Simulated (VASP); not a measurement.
TiAl2, 6 atoms in the cell. Symmetry: Cmmm, No. 65, orthorhombic system. The conventional cell has a = 3.758 Å, b = 11.619 Å, c = 3.823 Å, α = 90.00°, β = 90.00°, γ = 90.00°. Ti (site symmetry m2m) has 10 Al at 2.61 to 2.76 Å and 2 Ti at 2.88 Å within 3.4 Å. Within 3.4 Å of Al (site symmetry mmm) lie 4 Ti at 2.61 Å and 8 Al at 2.68 to 2.77 Å. Within 3.4 Å of Al (site symmetry m2m) lie 6 Al at 2.59 to 2.77 Å and 6 Ti at 2.69 to 2.76 Å. Al (site symmetry mmm) has 4 Ti at 2.63 Å and 8 Al at 2.68 to 2.75 Å within 3.5 Å. 

- Program: VASP 6.6.1
- Task: single point
- Functional: LDA
- Potentials or basis: VASP PAW LDA potentials, release 64 (Ti_sv, Al)
- Cutoff: 520 eV
- k mesh: 12 × 12 × 12
- Occupations: gaussian, width 0.15 eV
- Spin: no spin polarisation
- Dipole correction: no
- Further INCAR settings: ALGO = Fast; EDIFF = 1e-06; NBANDS = 27

Potentials or basis: VASP PAW LDA potentials, release 64 (Ti_sv, Al).

The run is started by

```sh
$ cat potpaw_LDA.64/Ti_sv/POTCAR potpaw_LDA.64/Al/POTCAR > POTCAR
$ mpirun -np 1 vasp_std > vasp.out
```

Hardware: 1 thread of Intel(R) Xeon(R) Platinum 8259CL CPU @ 2.50GHz (Skylake/Cascade Lake) (shared host).

Problem. Estimate the wall time of this run.

Solution. It took 42 min on 1 thread of Intel(R) Xeon(R) Platinum 8259CL CPU @ 2.50GHz (Skylake/Cascade Lake), with other jobs on the host, peak memory 0.63 GiB. Counts: scf iterations 29, k points 301.
